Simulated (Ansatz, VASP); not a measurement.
# Two plane-wave programs on Te2Mo

The input INCAR:

```
ALGO = Normal
EDIFF = 1E-6
ENCUT = 500
GGA = CA
GGA_COMPAT = False
ISIF = 2
ISMEAR = -1
LASPH = True
LCHARG = False
LREAL = False
LWAVE = False
NBANDS = 35
NELM = 120
PREC = Accurate
SIGMA = 0.15
```

File KPOINTS:

```
k-points
0
Gamma
  7 7 1
```

POSCAR

```
Te2Mo
1.0
    3.5603920000      0.0000000000      0.0000000000
   -1.7801960000      3.0833900000      0.0000000000
    0.0000000000      0.0000000000     24.8112620000
Te Mo
4 2
Direct
    0.3333333333      0.6666666667      0.0793710000
    0.6666666667      0.3333333333      0.7763610000
    0.6666666667      0.3333333333      0.9206290000
    0.3333333333      0.6666666667      0.2236390000
    0.3333333333      0.6666666667      0.8484590000
    0.6666666667      0.3333333333      0.1515410000
```

Input for Ansatz:

```yaml
crystal:
  lattice:
    - [3.560392, 0.0, 0.0]
    - [-1.780196, 3.08339, 0.0]
    - [0.0, 0.0, 24.811262]
  atoms:
    - { symbol: Te, position: [0.3333333333333333, 0.6666666666666666, 0.079371] }
    - { symbol: Te, position: [0.6666666666666666, 0.3333333333333333, 0.776361] }
    - { symbol: Te, position: [0.6666666666666666, 0.3333333333333333, 0.920629] }
    - { symbol: Te, position: [0.3333333333333333, 0.6666666666666666, 0.223639] }
    - { symbol: Mo, position: [0.3333333333333333, 0.6666666666666666, 0.848459] }
    - { symbol: Mo, position: [0.6666666666666666, 0.3333333333333333, 0.151541] }
basis:
  ecutwfc: 420.0
kpoints:
  mp_grid:
    grid: [7, 7, 1]
    shift: [0.0, 0.0, 0.0]
hamiltonian:
  xc: lda
  pseudopotentials:
    kind: paw
scf:
  occupations:
    method: fermi_dirac
    width: 0.15
output:
  forces: true
checkpoint:
  write: state
```

Alike in both runs: task single point; functional LDA; k mesh 7 × 7 × 1; occupations fermi-dirac, width 0.15 eV; no spin polarisation.

|  | VASP | Ansatz |
| --- | --- | --- |
| version | VASP 6.6.1 | Ansatz 0.2.0 |
| potentials or method | VASP PAW LDA potentials, release 64 (Te, Mo_sv), cutoff 500 eV | plane waves, PAW |
| valence electrons in the cell | 52 | 92 |

|  | VASP | Ansatz | Ansatz less VASP |
| --- | --- | --- | --- |
| rms of the force components (eV/Å) | 0.146 | 0.170 | +0.0244 |

LDA's correlation is that of Perdew and Zunger in VASP and of Perdew and Wang (1992) in Ansatz. Atom by atom the forces differ by 0.025 eV/Å (rms over components). VASP's potentials hold 52 valence electrons a cell and Ansatz's 92, so a difference there can come from the potentials and not from the codes.

Neither program's run includes spin-orbit coupling.
